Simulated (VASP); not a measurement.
Here is a VASP 6.6.1 calculation.

INCAR

```
PREC     = Accurate       # precision mode
ENCUT    = 590            # plane-wave cutoff, eV
EDIFF    = 1E-6           # SCF threshold, eV
ISMEAR   = 0              # smearing method
SIGMA    = 0.05           # smearing width, eV
LREAL    = Auto         
LASPH    = T              # aspherical terms in the spheres
NELM     = 200            # most SCF steps
ALGO     = Normal         # electronic algorithm
ISIF     = 2              # what is computed and relaxed
LWAVE    = F              # write WAVECAR
LCHARG   = F              # write CHGCAR
LMAXMIX  = 4              # l up to which the mixer works
LDAU     = T              # DFT+U
LDAUTYPE = 2            
LDAUL    = 2 -1           # shell
LDAUU    = 5 0            # U, eV
LDAUJ    = 0 0          
LDAUPRINT= 1            
GGA      = PS             # functional
NBANDS   = 128            # bands
GGA_COMPAT= F
```

File KPOINTS:

```
regular mesh
0
Gamma
  3 3 3
```

Contents of POSCAR:

```
NiGe15
1.0
    0.0000000000      5.6575400000      5.6575400000
    5.6575400000      0.0000000000      5.6575400000
    5.6575400000      5.6575400000      0.0000000000
Ni Ge
1 15
Direct
    1.0000000000      0.0000000000      0.0000000000
    0.0045283752      0.0045283752      0.4954716248
    0.0045283752      0.4954716248      0.0045283752
    0.0045283752      0.4954716248      0.4954716248
    0.4954716248      0.0045283752      0.0045283752
    0.4954716248      0.0045283752      0.4954716248
    0.4954716248      0.4954716248      0.0045283752
    0.5000000000      0.5000000000      0.5000000000
    0.1156763553      0.1156763553      0.1156763553
    0.1156763553      0.1156763553      0.6529709342
    0.1156763553      0.6529709342      0.1156763553
    0.1193427411      0.6268857530      0.6268857530
    0.6529709342      0.1156763553      0.1156763553
    0.6268857530      0.1193427411      0.6268857530
    0.6268857530      0.6268857530      0.1193427411
    0.6268857530      0.6268857530      0.6268857530
```

Potentials or basis: VASP PAW PBE potentials, release 64 (Ni_sv_GW, Ge_d).

The run is started by

```sh
$ cat potpaw_PBE.64/Ni_sv_GW/POTCAR potpaw_PBE.64/Ge_d/POTCAR > POTCAR
$ mpirun -np 1 vasp_std > vasp.out
```

(1) Estimate the largest force.

(2) Estimate the band gap on the k mesh.

(3) What does it give for the pressure?

Answers

(1) 0.032 eV/Å.

(2) zero (bands 114 and 115 overlap by 0.96 eV).

(3) -1.1 GPa.

Caveat: the PAW data sets were made with another functional, which shifts forces and pressure a little; U without spin polarisation on a metal has little footing; the U is typed as a test and isn't derived for this compound.
